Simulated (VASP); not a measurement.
# PbS (P1) in VASP: single point with r2SCAN

Aim: the single point of PbS with r2SCAN.

Program: VASP 6.6.1. These are calculated values, not measurements. Logs are shortened: lines on timing, memory, paths and dates and some standing lists are left out, and cuts for length are marked.

### Step 1. The cell of the first run

The typed cell holds 4 atoms: a = 4.135 Å, b = 4.212 Å, c = 5.856 Å, α = 89.34°, β = 89.85°, γ = 90.26°.

### Step 2. Single point, r2SCAN

Input file POSCAR:

```
PbS
1.0
   -2.9308180000      0.0053000000      2.9172910000
    2.9853570000      0.0239080000      2.9718290000
    0.0186090000      5.8559220000      0.0292080000
Pb S
2 2
Direct
    0.0083830000      0.9327370000      0.0066140000
    0.4670450000      0.4942670000      0.5123730000
    0.9777120000      0.9786520000      0.4904970000
    0.4987660000      0.4944020000      0.9937370000
```

Input file INCAR.step1:

```
SYSTEM = PbS
ALGO = Normal ; EDIFF = 1E-4
ENCUT = 520 ; GGA = PE
ISMEAR = -1 ; LASPH = .TRUE.
LCHARG = .FALSE. ; LREAL = .FALSE.
LWAVE = .TRUE. ; NBANDS = 28
NELM = 100 ; PREC = Accurate
SIGMA = 0.1
```

Input file INCAR.step2:

```
SYSTEM = PbS
ALGO = Normal ; EDIFF = 1E-6
ENCUT = 520 ; ISIF = 2
ISMEAR = -1 ; ISTART = 1
LASPH = .TRUE. ; LCHARG = .TRUE.
LELF = .TRUE. ; LMIXTAU = .TRUE.
LREAL = .FALSE. ; LVHAR = .TRUE.
LWAVE = .FALSE. ; METAGGA = R2SCAN
NBANDS = 28 ; NELM = 100
PREC = Accurate ; SIGMA = 0.1
```

Input file KPOINTS:

```
Automatic mesh
0
Gamma
  4 4 3
  0.5 0 0
```

Potentials or basis: VASP PAW PBE potentials, release 64 (Pb_d, S).

Started as:

```
> cat potpaw_PBE.64/Pb_d/POTCAR potpaw_PBE.64/S/POTCAR > POTCAR
> cp INCAR.step1 INCAR
> mpirun -np 1 vasp_std > vasp.out
> cp INCAR.step2 INCAR
> mpirun -np 1 vasp_std > vasp.out
```

OUTCAR:

```text
SYSTEM = PbS
   EDIFF = 1E-6
   ENCUT = 520
   ISIF = 2
   ISMEAR = -1
   ISTART = 1
   LASPH = .TRUE.
   LREAL = .FALSE.
   METAGGA = R2SCAN
   NELM = 100
   PREC = Accurate

 ion  position               nearest neighbor table
   1  0.008  0.933  0.007-   4 2.75   4 2.80   3 2.84   3 3.03   4 3.11   4 3.18   2 3.94   2 3.96
                             2 4.11   2 4.12
   2  0.467  0.494  0.512-   4 2.82   3 2.88   3 2.93   3 2.97   4 3.04   3 3.04   1 3.94   1 3.96
                             1 4.11   1 4.12
   3  0.978  0.979  0.490-   1 2.84   2 2.88   2 2.93   2 2.97   1 3.03   2 3.04
   4  0.499  0.494  0.994-   1 2.75   1 2.80   2 2.82   2 3.04   1 3.11   1 3.18

  LATTYP: Found a triclinic cell.
 ALAT       =     4.2124453249
 B/A-ratio  =     1.7217442837
 C/A-ratio  =     0.9816749348
 COS(alpha) =     0.0006007041
 COS(beta)  =     0.0045765504
 COS(gamma) =     0.5900483122

  Lattice vectors:

 A1 = (  -2.9853570000,  -0.0239080000,  -2.9718290000)
 A2 = (  -3.0039660000,  -5.8798300000,  -3.0010370000)
 A3 = (  -2.9308180000,   0.0053000000,   2.9172910000)

Analysis of symmetry for initial positions (statically):
=====================================================================
 Subroutine PRICEL returns:
 Original cell was already a primitive cell.

 Routine SETGRP: Setting up the symmetry group for a
 triclinic supercell.

 Subroutine GETGRP returns: Found  1 space group operations
 (whereof  1 operations were pure point group operations)
 out of a pool of  2 trial point group operations.

The static configuration has the point symmetry C_1 .

Analysis of symmetry for dynamics (positions and initial velocities):
=====================================================================
 Subroutine PRICEL returns:
 Original cell was already a primitive cell.

 Routine SETGRP: Setting up the symmetry group for a
 triclinic supercell.

 Subroutine GETGRP returns: Found  1 space group operations
 (whereof  1 operations were pure point group operations)
 out of a pool of  2 trial point group operations.

The dynamic configuration has the point symmetry C_1 .

 Subroutine INISYM returns: Found  1 space group operations
 (whereof  1 operations are pure point group operations),
 and found     1 'primitive' translations

----------------------------------------------------------------------------------------

                                     Primitive cell

  volume of cell :     102.0011

  direct lattice vectors                    reciprocal lattice vectors
    -2.930818000  0.005300000  2.917291000    -0.170607063 -0.000312679  0.171386195
     2.985357000  0.023908000  2.971829000     0.167481343 -0.001371468  0.168260418
     0.018609000  5.855922000  0.029208000    -0.000529366  0.170773184 -0.000842074

  length of vectors
     4.135251990  4.212445325  5.856024408     0.241826582  0.237409876  0.170776081

  position of ions in fractional coordinates (direct lattice)
     0.008383000  0.932737000  0.006614000
     0.467045000  0.494267000  0.512373000
     0.977712000  0.978652000  0.490497000
     0.498766000  0.494402000  0.993737000

  ion indices of the primitive-cell ions
   primitive index   ion index
                 1           1
                 2           2
                 3           3
                 4           4

----------------------------------------------------------------------------------------

 KPOINTS: Automatic mesh

Automatic generation of k-mesh.
 Grid dimensions read from file:
 generate k-points for:    4    4    3

 Generating k-lattice:

  Cartesian coordinates                     Fractional coordinates (reciprocal lattice)
    -0.042651766 -0.000078170  0.042846549     0.250000000  0.000000000  0.000000000
     0.041870336 -0.000342867  0.042065105     0.000000000  0.250000000 -0.000000000
    -0.000176455  0.056924395 -0.000280691     0.000000000 -0.000000000  0.333333333

  Length of vectors
     0.060456646  0.059352469  0.056925360

  Shift w.r.t. Gamma in fractional coordinates (k-lattice)
     0.500000000  0.000000000  0.000000000

 Subroutine IBZKPT returns following result:
 ===========================================

 Found     24 irreducible k-points:

 Following reciprocal coordinates:
            Coordinates               Weight
  0.125000  0.000000  0.000000      2.000000
  0.375000  0.000000  0.000000      2.000000
  0.125000  0.250000  0.000000      2.000000
  0.375000  0.250000  0.000000      2.000000
 -0.375000  0.250000 -0.000000      2.000000
 -0.125000  0.250000  0.000000      2.000000
[... 16 lines left out ...]
 -0.375000 -0.250000  0.333333      2.000000
 -0.125000 -0.250000  0.333333      2.000000
   k-points           NKPTS =     24   k-points in BZ     NKDIM =     24   number of bands    NBANDS=     28
   number of dos      NEDOS =    301   number of ions     NIONS =      4
   total plane-waves  NPLWV =  49152
   dimension x,y,z NGX =    32 NGY =   32 NGZ =   48
   dimension x,y,z NGXF=    64 NGYF=   64 NGZF=   96
   ions per type =               2   2
   NGX,Y,Z   is equivalent  to a cutoff of  12.86, 12.63, 13.63 a.u.
   NGXF,Y,Z  is equivalent  to a cutoff of  25.73, 25.26, 27.25 a.u.
 SYSTEM =  PbS
   PREC   = accura    normal or accurate (medium, high low for compatibility)
   ISTART =      1    job   : 0-new  1-cont  2-samecut
   ICHARG =      0    charge: 1-file 2-atom 10-const
   ISPIN  =      1    spin polarized calculation?
   LNONCOLLINEAR =      F non collinear calculations
   LSORBIT =      F    spin-orbit coupling
   LASPH  =      T    aspherical Exc in radial PAW
   ENCUT  =  520.0 eV  38.22 Ry    6.18 a.u.   7.69  7.83 10.89*2*pi/ulx,y,z
   NELM   =    100;   NELMIN=  2; NELMDL=  0     # of ELM steps
   EDIFF  = 0.1E-05   stopping-criterion for ELM
   LREAL  =      F    real-space projection
   EDIFFG = 0.1E-04   stopping-criterion for IOM
   NSW    =      0    number of steps for IOM
   IBRION =     -1    ionic relax: 0-MD 1-quasi-New 2-CG
   NFREE  =      0    steps in history (QN), initial steepest desc. (CG)
   ISIF   =      2    stress and relaxation
   ISYM   =      2    0-nonsym 1-usesym 2-fastsym
   POTIM  = 0.5000    time-step for ionic-motion
   TEBEG  =    0.0;   TEEND  =   0.0 temperature during run
   PSTRESS=    0.0 pullay stress
   NELECT =      40.0000    total number of electrons
   NUPDOWN=      -1.0000    fix difference up-down
   EMIN   =  10.00;   EMAX   =-10.00  energy-range for DOS
   EFERMI =   0.00;   METHOD = LEGACY
   ISMEAR =    -1;   SIGMA  =   0.10  broadening in eV -4-tet -1-fermi 0-gaus
   EFERMI_NEDOS =   21; number of points for ismear=-14 and -15
   IALGO  =     38    algorithm
   IMIX   =      4    mixing-type and parameters
     AMIX     =   0.40;   BMIX     =  1.00
     AMIX_MAG =   1.60;   BMIX_MAG =  1.00
  volume/ion in A,a.u.               =      25.50       172.08
  Fermi-wavevector in a.u.,A,eV,Ry     =   1.198284  2.264429 19.536411  1.435886
  Thomas-Fermi vector in A             =   2.334177
   LORBIT       =      0    0 simple, 1 ext, 2 COOP (PROOUT), +10 PAW based schemes
   METAGGA = R2SCAN    functional components
   LHFCALC =     F    Hartree Fock is set to
   AEXX    =    0.0000 exact exchange contribution
   IVDW    =     0    specifies the selected vdW correction
   LEPSILON=     F    determine dielectric tensor
   LRPA    =     F    only Hartree local field effects (RPA)
 non-spin polarized calculation
  energy-cutoff  :      520.00
  volume of cell :      102.00
 maximum number of plane-waves:      2767
   NGX = 15   NGY = 15   NGZ = 21

 number of electron      40.0000000 magnetization

 Free energy of the ion-electron system (eV)
  ---------------------------------------------------
  ext. energy  EPLUGINS =         0.00000000
  ---------------------------------------------------
  free energy    TOTEN  =      -131.18463316 eV

  energy without entropy =     -131.18460272  energy(sigma->0) =     -131.18461794

 E-fermi :   6.3918     XC(G=0): -10.3627

 val. band max:        5.3938000950   @ k =   0.3750   0.0000   0.3333
 cond. band min:       7.3424127409   @ k =   0.3750   0.0000   0.3333
 fundamental gap:      1.9486126460
 Fermi energy:         6.3917770136

 k-point     1 :       0.1250    0.0000    0.0000
  band No.  band energies     occupation
      1     -11.6541      2.00000
      2     -11.5083      2.00000
      3     -11.4809      2.00000
      4     -11.4787      2.00000
      5     -11.4713      2.00000
      6     -11.4505      2.00000
[... 20 lines left out ...]
     27      12.1307      0.00000
     28      12.9705      0.00000

 k-point     2 :       0.3750    0.0000    0.0000
  band No.  band energies     occupation
      1     -11.5902      2.00000
      2     -11.5113      2.00000
      3     -11.4834      2.00000
      4     -11.4758      2.00000
      5     -11.4705      2.00000
      6     -11.4653      2.00000
[... 20 lines left out ...]
     27      13.7065      0.00000
     28      14.2870      0.00000

 k-point     3 :       0.1250    0.2500    0.0000
  band No.  band energies     occupation
      1     -11.6206      2.00000
      2     -11.5080      2.00000
      3     -11.4901      2.00000
      4     -11.4846      2.00000
      5     -11.4658      2.00000
      6     -11.4513      2.00000
[... 20 lines left out ...]
     27      12.3218      0.00000
     28      13.4507      0.00000

 k-point     4 :       0.3750    0.2500    0.0000
  band No.  band energies     occupation
      1     -11.6229      2.00000
      2     -11.5848      2.00000
      3     -11.4957      2.00000
      4     -11.4775      2.00000
      5     -11.4612      2.00000
      6     -11.4469      2.00000
[... 20 lines left out ...]
     27      12.0057      0.00000
     28      13.8229      0.00000

 k-point     5 :      -0.3750    0.2500   -0.0000
  band No.  band energies     occupation
      1     -11.6262      2.00000
      2     -11.5824      2.00000
      3     -11.4914      2.00000
      4     -11.4831      2.00000
      5     -11.4615      2.00000
      6     -11.4475      2.00000
[... 20 lines left out ...]
     27      12.0546      0.00000
     28      13.7362      0.00000

 k-point     6 :      -0.1250    0.2500    0.0000
  band No.  band energies     occupation
      1     -11.6226      2.00000
      2     -11.5058      2.00000
      3     -11.4894      2.00000
      4     -11.4800      2.00000
      5     -11.4723      2.00000
      6     -11.4518      2.00000
[... 463 lines left out ...]
      5     -11.4732      2.00000
      6     -11.4607      2.00000
[... 20 lines left out ...]
     27      13.3575      0.00000
     28      13.7620      0.00000

 k-point    22 :       0.3750   -0.2500    0.3333
  band No.  band energies     occupation
      1     -11.5810      2.00000
      2     -11.5576      2.00000
      3     -11.4904      2.00000
      4     -11.4809      2.00000
      5     -11.4624      2.00000
      6     -11.4547      2.00000
[... 20 lines left out ...]
     27      13.0922      0.00000
     28      13.9079      0.00000

 k-point    23 :      -0.3750   -0.2500    0.3333
  band No.  band energies     occupation
      1     -11.5787      2.00000
      2     -11.5584      2.00000
      3     -11.4909      2.00000
      4     -11.4826      2.00000
      5     -11.4617      2.00000
      6     -11.4541      2.00000
[... 20 lines left out ...]
     27      13.0503      0.00000
     28      13.9195      0.00000

 k-point    24 :      -0.1250   -0.2500    0.3333
  band No.  band energies     occupation
      1     -11.5674      2.00000
      2     -11.5034      2.00000
      3     -11.4911      2.00000
      4     -11.4831      2.00000
      5     -11.4781      2.00000
      6     -11.4564      2.00000
[... 20 lines left out ...]
     27      13.4187      0.00000
     28      13.6254      0.00000

------------------------ aborting loop because EDIFF is reached ----------------------------------------

  FORCE on cell =-STRESS in cart. coord.  units (eV):
  Direction    XX          YY          ZZ          XY          YZ          ZX
  --------------------------------------------------------------------------------------
  -------------------------------------------------------------------------------------
  Total        2.2556332      2.1136324      2.1927373     -0.0601653     -0.1201699     -0.1161866
  in kB       35.4302650     33.1997922     34.4423290     -0.9450438     -1.8875640     -1.8249961
  external PRESSURE =      34.3574621 kB  Pullay stress =       0.0000000 kB

 VOLUME and BASIS-vectors are now :
 -----------------------------------------------------------------------------
  energy-cutoff  :      520.00
  volume of cell :      102.00
      direct lattice vectors                 reciprocal lattice vectors
    -2.930818000  0.005300000  2.917291000    -0.170607063 -0.000312679  0.171386195
     2.985357000  0.023908000  2.971829000     0.167481343 -0.001371468  0.168260418
     0.018609000  5.855922000  0.029208000    -0.000529366  0.170773184 -0.000842074

 POSITION                                       TOTAL-FORCE (eV/Angst)
 -----------------------------------------------------------------------------------
      2.76011      0.06108      2.79658         0.487469     -0.081756      0.269557
      0.11627      3.01471      2.84635        -0.211966     -0.193423     -0.031059
      0.06526      2.90089      5.77498         0.004784      0.140220      0.039998
      0.03267      5.83371      2.95335        -0.280287      0.134959     -0.278496
 -----------------------------------------------------------------------------------
    total drift:                                0.000193      0.000148     -0.000337

  FREE ENERGIE OF THE ION-ELECTRON SYSTEM (eV)
  ---------------------------------------------------
  free  energy   TOTEN  =      -131.1846331603 eV

  energy  without entropy=     -131.1846027178  energy(sigma->0) =     -131.18461794
```

Wall time 2.4 min (1 thread of AMD EPYC 7R13 (Zen 3), shared host); peak memory 0.22 GiB.

Results:

* Free energy: -131.1846 eV
* Pressure: 3.4 GPa
* Largest force: 0.563 eV/Å
* Band gap on the k mesh: 1.95 eV, direct

Forces on the atoms (eV/Å):
```
Pb   0.487 -0.082  0.270
Pb  -0.212 -0.193 -0.031
S    0.005  0.140  0.040
S   -0.280  0.135 -0.278
```

Caveat: the PAW data sets were made with another functional, which shifts forces and pressure a little; spin-orbit coupling is left out, which moves the levels of the heavy elements. A k mesh can miss the band edges.
